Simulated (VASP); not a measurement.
# SnPt3 in VASP: notebook

The runs below take SnPt3 through single point, with LDA.

Everything below comes from runs of VASP 6.6.1. Logs are shortened: lines on timing, memory, paths and dates and some standing lists are left out, and cuts for length are marked.

## (1) The cell of the first run

The structure is trigonal, space group R-3m (No. 166). Conventional cell: a = 5.600 Å, b = 5.600 Å, c = 7.067 Å, α = 90.00°, β = 90.00°, γ = 120.00°. Within 3.7 Å of Sn (site symmetry -3m) lie 12 Pt at 2.80 to 2.86 Å. Within 3.7 Å of Pt (site symmetry 2/m) lie 4 Sn at 2.80 to 2.86 Å and 8 Pt at 2.80 to 2.86 Å.

## (2) Single point, LDA (equal xy, yz and zx shear strains of +2 %)

INCAR

```
PREC = Accurate
ENCUT = 520
EDIFF = 1E-6
ISMEAR = -1
SIGMA = 0.05
LREAL = F
LASPH = T
NELM = 60
ALGO = Normal
ISIF = 2
LWAVE = F
LCHARG = F
NBANDS = 30
```

KPOINTS

```
regular mesh
0
Gamma
  8 8 8
```

POSCAR

```
SnPt3
1.0
    4.0000000000      0.0400000000      0.0400000000
    0.0400000000      4.0000000000      0.0400000000
    0.0400000000      0.0400000000      4.0000000000
Sn Pt
1 3
Direct
    0.0000000000      0.0000000000      0.0000000000
    0.0000000000      0.5000000000      0.5000000000
    0.5000000000      0.0000000000      0.5000000000
    0.5000000000      0.5000000000      0.0000000000
```

Potentials or basis: VASP PAW LDA potentials, release 64 (Sn_d, Pt).

Started as:

```
cat potpaw_LDA.64/Sn_d/POTCAR potpaw_LDA.64/Pt/POTCAR > POTCAR
mpirun -np 1 vasp_std > vasp.out
```

OUTCAR:

```text
PREC = Accurate
   ENCUT = 520
   EDIFF = 1E-6
   ISMEAR = -1
   LREAL = F
   LASPH = T
   NELM = 60
   ISIF = 2

 ion  position               nearest neighbor table
   1  0.000  0.000  0.000-   2 2.80   3 2.80   2 2.80   4 2.80   3 2.80   4 2.80   2 2.86   2 2.86
                             3 2.86   4 2.86   3 2.86   4 2.86
   2  0.000  0.500  0.500-   1 2.80   4 2.80   1 2.80   3 2.80   3 2.80   4 2.80   1 2.86   1 2.86
                             3 2.86   4 2.86   4 2.86   3 2.86
   3  0.500  0.000  0.500-   1 2.80   4 2.80   2 2.80   4 2.80   1 2.80   2 2.80   1 2.86   4 2.86
                             2 2.86   4 2.86   1 2.86   2 2.86
   4  0.500  0.500  0.000-   2 2.80   3 2.80   1 2.80   3 2.80   1 2.80   2 2.80   1 2.86   3 2.86
                             2 2.86   3 2.86   2 2.86   1 2.86

  LATTYP: Found a trigonal (rhomboedric) cell.
 ALAT       =     4.0003999800
 COS(alpha) =     0.0200959808

  Lattice vectors:

 A1 = (   4.0000000000,   0.0400000000,   0.0400000000)
 A2 = (   0.0400000000,   4.0000000000,   0.0400000000)
 A3 = (   0.0400000000,   0.0400000000,   4.0000000000)

Analysis of symmetry for initial positions (statically):
=====================================================================
 Subroutine PRICEL returns:
 Original cell was already a primitive cell.

 Routine SETGRP: Setting up the symmetry group for a
 trigonal (rhombohedral) supercell.

 Subroutine GETGRP returns: Found 12 space group operations
 (whereof 12 operations were pure point group operations)
 out of a pool of 12 trial point group operations.

The static configuration has the point symmetry D_3d.

Analysis of symmetry for dynamics (positions and initial velocities):
=====================================================================
 Subroutine PRICEL returns:
 Original cell was already a primitive cell.

 Routine SETGRP: Setting up the symmetry group for a
 trigonal (rhombohedral) supercell.

 Subroutine GETGRP returns: Found 12 space group operations
 (whereof 12 operations were pure point group operations)
 out of a pool of 12 trial point group operations.

The dynamic configuration has the point symmetry D_3d.

 Subroutine INISYM returns: Found 12 space group operations
 (whereof 12 operations are pure point group operations),
 and found     1 'primitive' translations

----------------------------------------------------------------------------------------

                                     Primitive cell

  volume of cell :      63.9809

  direct lattice vectors                    reciprocal lattice vectors
     4.000000000  0.040000000  0.040000000     0.250049515 -0.002475738 -0.002475738
     0.040000000  4.000000000  0.040000000    -0.002475738  0.250049515 -0.002475738
     0.040000000  0.040000000  4.000000000    -0.002475738 -0.002475738  0.250049515

  length of vectors
     4.000399980  4.000399980  4.000399980     0.250074026  0.250074026  0.250074026

  position of ions in fractional coordinates (direct lattice)
     0.000000000  0.000000000  0.000000000
     1.000000000  0.500000000  0.500000000
     0.500000000  1.000000000  0.500000000
     0.500000000  0.500000000  1.000000000

  ion indices of the primitive-cell ions
   primitive index   ion index
                 1           1
                 2           2
                 3           3
                 4           4

----------------------------------------------------------------------------------------

 KPOINTS: regular mesh

Automatic generation of k-mesh.
 Grid dimensions read from file:
 generate k-points for:    8    8    8

 Generating k-lattice:

  Cartesian coordinates                     Fractional coordinates (reciprocal lattice)
     0.031256189 -0.000309467 -0.000309467     0.125000000 -0.000000000 -0.000000000
    -0.000309467  0.031256189 -0.000309467    -0.000000000  0.125000000 -0.000000000
    -0.000309467 -0.000309467  0.031256189    -0.000000000 -0.000000000  0.125000000

  Length of vectors
     0.031259253  0.031259253  0.031259253

  Shift w.r.t. Gamma in fractional coordinates (k-lattice)
     0.000000000  0.000000000  0.000000000

 Subroutine IBZKPT returns following result:
 ===========================================

 Found     65 irreducible k-points:

 Following reciprocal coordinates:
            Coordinates               Weight
  0.000000  0.000000  0.000000      1.000000
  0.125000 -0.000000  0.000000      6.000000
  0.250000 -0.000000  0.000000      6.000000
  0.375000 -0.000000  0.000000      6.000000
  0.500000 -0.000000  0.000000      3.000000
  0.125000  0.125000  0.000000      6.000000
[... 16 lines left out ...]
  0.250000  0.125000  0.125000      6.000000
  0.375000  0.125000  0.125000      6.000000
 [... further k-points ...]
   k-points           NKPTS =     65   k-points in BZ     NKDIM =     65   number of bands    NBANDS=     30
   number of dos      NEDOS =    301   number of ions     NIONS =      4
   total plane-waves  NPLWV =  27000
   dimension x,y,z NGX =    30 NGY =   30 NGZ =   30
   dimension x,y,z NGXF=    60 NGYF=   60 NGZF=   60
   ions per type =               1   3
   NGX,Y,Z   is equivalent  to a cutoff of  12.47, 12.47, 12.47 a.u.
   NGXF,Y,Z  is equivalent  to a cutoff of  24.93, 24.93, 24.93 a.u.
 SYSTEM =  unknown system
   PREC   = accura    normal or accurate (medium, high low for compatibility)
   ISTART =      0    job   : 0-new  1-cont  2-samecut
   ICHARG =      2    charge: 1-file 2-atom 10-const
   ISPIN  =      1    spin polarized calculation?
   LNONCOLLINEAR =      F non collinear calculations
   LSORBIT =      F    spin-orbit coupling
   LASPH  =      T    aspherical Exc in radial PAW
   ENCUT  =  520.0 eV  38.22 Ry    6.18 a.u.   7.44  7.44  7.44*2*pi/ulx,y,z
   NELM   =     60;   NELMIN=  2; NELMDL= -5     # of ELM steps
   EDIFF  = 0.1E-05   stopping-criterion for ELM
   LREAL  =      F    real-space projection
   EDIFFG = 0.1E-04   stopping-criterion for IOM
   NSW    =      0    number of steps for IOM
   IBRION =     -1    ionic relax: 0-MD 1-quasi-New 2-CG
   NFREE  =      0    steps in history (QN), initial steepest desc. (CG)
   ISIF   =      2    stress and relaxation
   ISYM   =      2    0-nonsym 1-usesym 2-fastsym
   POTIM  = 0.5000    time-step for ionic-motion
   TEBEG  =    0.0;   TEEND  =   0.0 temperature during run
   PSTRESS=    0.0 pullay stress
   NELECT =      44.0000    total number of electrons
   NUPDOWN=      -1.0000    fix difference up-down
   EMIN   =  10.00;   EMAX   =-10.00  energy-range for DOS
   EFERMI =   0.00;   METHOD = LEGACY
   ISMEAR =    -1;   SIGMA  =   0.05  broadening in eV -4-tet -1-fermi 0-gaus
   EFERMI_NEDOS =   21; number of points for ismear=-14 and -15
   IALGO  =     38    algorithm
   IMIX   =      4    mixing-type and parameters
     AMIX     =   0.40;   BMIX     =  1.00
     AMIX_MAG =   1.60;   BMIX_MAG =  1.00
  volume/ion in A,a.u.               =      16.00       107.94
  Fermi-wavevector in a.u.,A,eV,Ry     =   1.445026  2.730702 28.410312  2.088099
  Thomas-Fermi vector in A             =   2.563254
   LORBIT       =      0    0 simple, 1 ext, 2 COOP (PROOUT), +10 PAW based schemes
   GGA     = CA    functional components
   LHFCALC =     F    Hartree Fock is set to
   AEXX    =    0.0000 exact exchange contribution
   IVDW    =     0    specifies the selected vdW correction
   LEPSILON=     F    determine dielectric tensor
   LRPA    =     F    only Hartree local field effects (RPA)
 non-spin polarized calculation
  energy-cutoff  :      520.00
  volume of cell :       63.98
 maximum number of plane-waves:      1761
 NGX is ok and might be reduce to    30
   NGX = 15   NGY = 15   NGZ = 15

 number of electron      44.0000021 magnetization

 Free energy of the ion-electron system (eV)
  ---------------------------------------------------
  ext. energy  EPLUGINS =         0.00000000
  ---------------------------------------------------
  free energy    TOTEN  =       -28.56442244 eV

  energy without entropy =      -28.55487541  energy(sigma->0) =      -28.55964892

 E-fermi :  11.8092     XC(G=0): -13.3304

 val. band max:       11.7660970545   @ k =   0.5000   0.5000   0.3750
 cond. band min:      11.8099936589   @ k =   0.3750   0.3750   0.3750
 fundamental gap:      0.0438966044
 Fermi energy:        11.8091662960

 k-point     1 :       0.0000    0.0000    0.0000
  band No.  band energies     occupation
      1     -10.0723      2.00000
      2     -10.0723      2.00000
      3     -10.0621      2.00000
      4     -10.0542      2.00000
      5     -10.0542      2.00000
      6      -0.2478      2.00000
[... 22 lines left out ...]
     29      19.6455      0.00000
     30      19.6455      0.00000

 k-point     2 :       0.1250   -0.0000    0.0000
  band No.  band energies     occupation
      1     -10.0698      2.00000
      2     -10.0660      2.00000
      3     -10.0605      2.00000
      4     -10.0528      2.00000
      5     -10.0521      2.00000
      6      -0.0719      2.00000
[... 22 lines left out ...]
     29      19.6702      0.00000
     30      20.4397      0.00000

 k-point     3 :       0.2500   -0.0000    0.0000
  band No.  band energies     occupation
      1     -10.0639      2.00000
      2     -10.0580      2.00000
      3     -10.0519      2.00000
      4     -10.0470      2.00000
      5     -10.0469      2.00000
      6       0.4402      2.00000
[... 22 lines left out ...]
     29      19.3789      0.00000
     30      20.2170      0.00000

 k-point     4 :       0.3750   -0.0000    0.0000
  band No.  band energies     occupation
      1     -10.0580      2.00000
      2     -10.0561      2.00000
      3     -10.0451      2.00000
      4     -10.0417      2.00000
      5     -10.0330      2.00000
      6       1.2158      2.00000
[... 616 lines left out ...]
     29      20.1650      0.00000
     30      20.1650      0.00000

 k-point    23 :       0.2500    0.1250    0.1250
  band No.  band energies     occupation
      1     -10.0602      2.00000
      2     -10.0565      2.00000
      3     -10.0551      2.00000
      4     -10.0447      2.00000
      5     -10.0401      2.00000
      6       0.7155      2.00000
[... 22 lines left out ...]
     29      19.5490      0.00000
     30      20.8884      0.00000

 k-point    24 :       0.3750    0.1250    0.1250
  band No.  band energies     occupation
      1     -10.0551      2.00000
      2     -10.0538      2.00000
      3     -10.0497      2.00000
      4     -10.0431      2.00000
      5     -10.0274      2.00000
      6       1.4317      2.00000
[... 22 lines left out ...]
     29      20.8292      0.00000
     30      21.4888      0.00000

 [... further k-points ...]

------------------------ aborting loop because EDIFF is reached ----------------------------------------

  FORCE on cell =-STRESS in cart. coord.  units (eV):
  Direction    XX          YY          ZZ          XY          YZ          ZX
  --------------------------------------------------------------------------------------
  -------------------------------------------------------------------------------------
  Total       -1.0273506     -1.0273506     -1.0273506     -0.6121833     -0.6121833     -0.6121833
  in kB      -25.7263828    -25.7263828    -25.7263828    -15.3299786    -15.3299786    -15.3299786
  external PRESSURE =     -25.7263828 kB  Pullay stress =       0.0000000 kB

 VOLUME and BASIS-vectors are now :
 -----------------------------------------------------------------------------
  energy-cutoff  :      520.00
  volume of cell :       63.98
      direct lattice vectors                 reciprocal lattice vectors
     4.000000000  0.040000000  0.040000000     0.250049515 -0.002475738 -0.002475738
     0.040000000  4.000000000  0.040000000    -0.002475738  0.250049515 -0.002475738
     0.040000000  0.040000000  4.000000000    -0.002475738 -0.002475738  0.250049515

 POSITION                                       TOTAL-FORCE (eV/Angst)
 -----------------------------------------------------------------------------------
      0.00000      0.00000      0.00000         0.000000     -0.000000      0.000000
      0.04000      2.02000      2.02000        -0.000000     -0.000000      0.000000
      2.02000      0.04000      2.02000         0.000000      0.000000      0.000000
      2.02000      2.02000      0.04000        -0.000000     -0.000000      0.000000
 -----------------------------------------------------------------------------------
    total drift:                                0.000000      0.000000     -0.000000

  FREE ENERGIE OF THE ION-ELECTRON SYSTEM (eV)
  ---------------------------------------------------
  free  energy   TOTEN  =       -28.5644224406 eV

  energy  without entropy=      -28.5548754093  energy(sigma->0) =      -28.55964892
```

Run time: 2.5 min. Hardware: 1 thread of Intel Xeon Platinum 8488C (Sapphire Rapids), shared host; peak memory 0.23 GiB.

What came out:

* Free energy: -28.5644 eV
* Pressure: -2.6 GPa
* Band gap on the k mesh: zero (band 22 reaches 11.95 eV, above the bottom of band 23 at 11.42 eV)

Stress tensor (GPa, compression positive):
```
-2.57 -1.53 -1.53
-1.53 -2.57 -1.53
-1.53 -1.53 -2.57
```

Caveat: the cell differs from its parent crystal (equal xy, yz and zx shear strains of +2 %); spin-orbit coupling is left out, which moves the levels of the heavy elements.

(Continued in part 2 of 2.)
